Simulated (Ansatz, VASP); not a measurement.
Na: VASP beside Ansatz

File INCAR:

```
SYSTEM = Na
ALGO = Fast
EDIFF = 1E-6
ENCUT = 520
GGA = CA
ISIF = 2
ISMEAR = 0
LASPH = .TRUE.
LCHARG = .FALSE.
LREAL = .FALSE.
LWAVE = .FALSE.
NBANDS = 10
NELM = 100
PREC = Accurate
SIGMA = 0.15
```

File KPOINTS:

```
k-points
0
G
  8 8 8
  0 0 0
```

POSCAR

```
Na
1.0
    7.0233428623      0.0000000000      0.3072712502
    0.0000000000      7.0233428623      0.0000000000
    0.3072712502      0.0000000000      7.0233428623
Na
1
Direct
    0.0000000000      0.0000000000      0.0000000000
```

Input for Ansatz:

```yaml
crystal:
  lattice:
    - [7.0233428623, 0.0, 0.3072712502]
    - [0.0, 7.0233428623, 0.0]
    - [0.3072712502, 0.0, 7.0233428623]
  atoms:
    - { symbol: Na, position: [0.0, 0.0, 0.0] }
basis:
  ecutwfc: 420
kpoints:
  mp_grid: { grid: [8, 8, 8] }
hamiltonian:
  xc: lda
scf:
  occupations: { method: gaussian, width: 0.15 }
output:
  forces: true
  stress: true
  eigenvalues: true
```

Change from the starting cell: strain +0.0875 x Voigt [0, 0, 0, 0, 1, 0], atoms carried along.

Alike in both runs: task single point; functional LDA; k mesh 8 × 8 × 8; occupations gaussian, width 0.15 eV; no spin polarisation.

```csv
,VASP,Ansatz
version,VASP 6.6.1,Ansatz 0.2.0
potentials or method,"VASP PAW LDA potentials, release 64 (Na_pv), cutoff 520 eV","scalar-relativistic, plane waves, PAW"
valence electrons in the cell,7,9
```

```csv
,VASP,Ansatz,Ansatz less VASP
gap on the k mesh at the Fermi level (eV),none,none,-
pressure (GPa),-0.1,-0.1,0.00
```

LDA's correlation is that of Perdew and Zunger in VASP and of Perdew and Wang (1992) in Ansatz. A gap of «none» marks a metal or a gap that the smearing closes. VASP's potentials hold 7 valence electrons a cell and Ansatz's 9, so a difference there can come from the potentials and not from the codes.
